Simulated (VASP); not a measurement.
Here is a VASP 6.6.1 calculation.

Contents of POSCAR:

```
TaN
1.0
    5.2015601197      0.0000000000      0.0000000000
   -2.6007800598      4.5046832030      0.0000000000
    0.0000000000      0.0000000000      2.9047797674
Ta N
3 3
Direct
    0.3333333333      0.6666666667      0.5000000000
    0.6666666667      0.3333333333      0.5000000000
    0.0000000000      0.0000000000      0.0000000000
    0.3930320161      0.0000000000      0.0000000000
    0.6069679839      0.6069679839      0.0000000000
    0.0000000000      0.3930320161      0.0000000000
```

The input INCAR.step1:

```
ALGO     = Normal         # electronic algorithm
EDIFF    = 1E-5           # SCF threshold, eV
ENCUT    = 520            # plane-wave cutoff, eV
GGA      = PE             # functional
GGA_COMPAT= F            
ISIF     = 2              # what is computed and relaxed
ISMEAR   = 0              # smearing method
ISPIN    = 2              # spin polarisation
LASPH    = T              # aspherical terms in the spheres
LCHARG   = F              # write CHGCAR
LMAXMIX  = 4              # l up to which the mixer works
LORBIT   = 11             # projections on sites
LREAL    = F              # projectors in reciprocal space
LUSENCCL = F            
LWAVE    = T              # write WAVECAR
MAGMOM   = 2 2 -2 0 0 0   # initial moments
NBANDS   = 37             # bands
NELM     = 200            # most SCF steps
PREC     = Accurate       # precision mode
SIGMA    = 0.05           # smearing width, eV
```

Contents of INCAR.step2:

```
AEXX     = 0.45           # exact-exchange fraction
ALGO     = Normal         # electronic algorithm
EDIFF    = 1E-6           # SCF threshold, eV
ENCUT    = 520            # plane-wave cutoff, eV
GGA      = PE             # functional
GGA_COMPAT= F            
HFSCREEN = 0.3            # screening, 1/A
ISIF     = 2              # what is computed and relaxed
ISMEAR   = 0              # smearing method
ISPIN    = 2              # spin polarisation
ISTART   = 1            
LASPH    = T              # aspherical terms in the spheres
LCHARG   = F              # write CHGCAR
LHFCALC  = T              # exact exchange
LMAXMIX  = 4              # l up to which the mixer works
LORBIT   = 11             # projections on sites
LREAL    = F              # projectors in reciprocal space
LUSENCCL = F            
LWAVE    = F              # write WAVECAR
MAGMOM   = 2 2 -2 0 0 0   # initial moments
NBANDS   = 37             # bands
NELM     = 200            # most SCF steps
PREC     = Accurate       # precision mode
PRECFOCK = Normal       
SIGMA    = 0.05           # smearing width, eV
```

Contents of KPOINTS:

```
k-points
0
Gamma
  4 4 6
```

Potentials or basis: VASP PAW PBE potentials, release 64 (Ta_pv, N).

Run with:

```console
$ cat potpaw_PBE.64/Ta_pv/POTCAR potpaw_PBE.64/N/POTCAR > POTCAR
$ cp INCAR.step1 INCAR
$ mpirun -np 1 vasp_std > vasp.out
$ cp INCAR.step2 INCAR
$ mpirun -np 1 vasp_std > vasp.out
```

**Question.** What does it give for the band gap on the k mesh?

**Answer.** Zero (filled and empty bands overlap).

**Question.** Predict the largest force.

**Answer.** 0.015 eV/Å.

**Question.** Estimate the pressure.

**Answer.** -8.5 GPa.

**Question.** What does it give for the net moment?

**Answer.** 0.00 μB per cell.

Forces in eV/Å, atoms in the order of the input:
```
Ta   0.000  0.000  0.000
Ta   0.000  0.000  0.000
Ta   0.000  0.000  0.000
N   -0.015  0.000  0.000
N    0.008  0.013  0.000
N    0.008 -0.013  0.000
```

Caveat: the k points lie up to 0.36 Å⁻¹ apart, too coarse for converged energies and pressures of a metal; the PAW data sets were made with another functional, which shifts forces and pressure a little; spin-orbit coupling is left out, which moves the levels of the heavy elements.
